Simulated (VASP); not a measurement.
Write the native input for VASP 6.6.1 that does the following.

```yaml
Task: single point
Functional: PBE
Potentials_or_basis: VASP PAW PBE potentials, release 64 (Ga_d, As)
Cutoff: 500 eV
k_mesh: 6 × 6 × 6
Occupations: fermi-dirac, width 0.02 eV
Spin: no spin polarisation
Dipole_correction: no
Further_INCAR_settings: ALGO = Normal; EDIFF = 1e-06; NBANDS = 16
```

The structure of GaAs lies in POSCAR:

```
GaAs
1.0
    3.3286687154      0.0000000000      0.0000000000
    0.0000000000      3.3286687154      0.0000000000
    0.0000000000      0.0000000000      3.3286687154
Ga As
1 1
Direct
    0.0000000000      0.0000000000      0.0000000000
    0.5000000000      0.5000000000      0.5000000000
```

One way to write it, as run:

INCAR

```
SYSTEM = GaAs
ALGO = Normal ; EDIFF = 1E-6
ENCUT = 500 ; GGA = PE
GGA_COMPAT = .FALSE. ; ISIF = 2
ISMEAR = -1 ; LASPH = .TRUE.
LCHARG = .FALSE. ; LREAL = .FALSE.
LWAVE = .FALSE. ; NBANDS = 16
NELM = 120 ; PREC = Accurate
SIGMA = 0.02
```

KPOINTS

```
k-points
0
G
  6 6 6
  0 0 0
```

Potentials or basis: VASP PAW PBE potentials, release 64 (Ga_d, As).

The run is started by

```sh
$ cat potpaw_PBE.64/Ga_d/POTCAR potpaw_PBE.64/As/POTCAR > POTCAR
$ mpirun -np 1 vasp_std > vasp.out
```

It gave:

| Item | Value |
| --- | --- |
| Pressure | 2.7 GPa |
| Band gap on the k mesh | zero (band 9 reaches 7.54 eV, above the bottom of band 10 at 3.96 eV) |

It took 4.4 s on 1 thread of Intel(R) Xeon(R) Platinum 8375C CPU @ 2.90GHz (Ice Lake), with other jobs on the host, peak memory 0.14 GiB.
